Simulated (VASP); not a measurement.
Set up this calculation in VASP 6.6.1, as the native input.

| Quantity | Value |
| --- | --- |
| Task | single point |
| Functional | PBE |
| Potentials or basis | VASP PAW PBE potentials, release 64 (Ti_sv, Si) |
| Cutoff | 520 eV |
| k mesh | 8 × 6 × 4 |
| Occupations | gaussian, width 0.1 eV |
| Spin | no spin polarisation |
| Dipole correction | no |
| Further INCAR settings | ALGO = Normal; EDIFF = 1e-06; NBANDS = 17 |

The structure of TiSi2 lies in POSCAR:

```
TiSi2
1.0
    2.6693098886      0.0000000000      0.0000000000
    0.0000000000      5.1077083867      0.0000000000
    0.0000000000      0.0000000000      3.7688003390
Ti Si
1 2
Direct
    0.5000000000      0.5000000000      0.0000000000
    0.0000000000      0.2372593581      0.5000000000
    0.0000000000      0.7627406419      0.5000000000
```

One way to write it, as run:

INCAR

```
SYSTEM = TiSi2
PREC     = Accurate       ! precision mode
ENCUT    = 520            ! plane-wave cutoff, eV
EDIFF    = 1E-6           ! SCF threshold, eV
ISMEAR   = 0              ! smearing method
SIGMA    = 0.1            ! smearing width, eV
LREAL    = .FALSE.        ! projectors in reciprocal space
LASPH    = .TRUE.         ! aspherical terms in the spheres
NELM     = 60             ! most SCF steps
ALGO     = Normal         ! electronic algorithm
ISIF     = 2              ! what is computed and relaxed
LWAVE    = .FALSE.        ! write WAVECAR
LCHARG   = .FALSE.        ! write CHGCAR
GGA      = PE             ! functional
NBANDS   = 17             ! bands
```

KPOINTS

```
Automatic mesh
0
G
  8 6 4
  0 0 0
```

Potentials or basis: VASP PAW PBE potentials, release 64 (Ti_sv, Si).

Launch:

```sh
$ cat potpaw_PBE.64/Ti_sv/POTCAR potpaw_PBE.64/Si/POTCAR > POTCAR
$ mpirun -np 1 vasp_std > vasp.out
```

It gave:

- Pressure: -0.1 GPa
- Band gap on the k mesh: zero (band 10 reaches 7.83 eV, above the bottom of band 11 at 6.84 eV)

Caveat: the k points lie up to 0.42 Å⁻¹ apart.

Run time: 23 s on 1 thread of Intel(R) Xeon(R) 6975P-C (Granite Rapids), with other jobs on the host, peak memory 0.18 GiB.
